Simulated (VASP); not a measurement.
Wanted: the native input for a VASP 6.6.1 run.

```
Task                   : single point
Functional             : PBEsol
Potentials or basis    : VASP PAW PBE potentials, release 64 (Sn_d)
Cutoff                 : 520 eV
k mesh                 : 8 × 8 × 8
Occupations            : fermi-dirac, width 0.05 eV
Spin                   : no spin polarisation
Dipole correction      : no
Further INCAR settings : ALGO = Fast; EDIFF = 1e-07; NBANDS = 13
```

The structure of Sn lies in POSCAR:

```
Sn
1.0
   -1.8946518192      1.8946518192      1.8946518192
    1.8946518192     -1.8946518192      1.8946518192
    1.8946518192      1.8946518192     -1.8946518192
Sn
1
Direct
    0.0000000000      0.0000000000      0.0000000000
```

These files were run (other wordings do the same):

INCAR

```
SYSTEM = Sn
PREC = Accurate ; ENCUT = 520
EDIFF = 1E-7 ; ISMEAR = -1
SIGMA = 0.05 ; LREAL = .FALSE.
LASPH = .TRUE. ; NELM = 80
ALGO = Fast ; ISIF = 2
LWAVE = .FALSE. ; LCHARG = .FALSE.
GGA = PS ; NBANDS = 13
```

KPOINTS

```
regular mesh
0
G
  8 8 8
  0 0 0
```

Potentials or basis: VASP PAW PBE potentials, release 64 (Sn_d).

Run with:

```bash
$ cat potpaw_PBE.64/Sn_d/POTCAR > POTCAR
$ mpirun -np 1 vasp_std > vasp.out
```

It gave:

* Pressure: -1.7 GPa
* Band gap on the k mesh: zero (band 7 reaches 15.86 eV, above the bottom of band 8 at 5.62 eV)

Caveat: the PAW data sets were made with another functional, which shifts forces and pressure a little; spin-orbit coupling is left out, which moves the levels of the heavy elements.

Wall time 3.8 s on 1 thread of Intel(R) Xeon(R) 6975P-C (Granite Rapids), with other jobs on the host, peak memory 0.13 GiB.
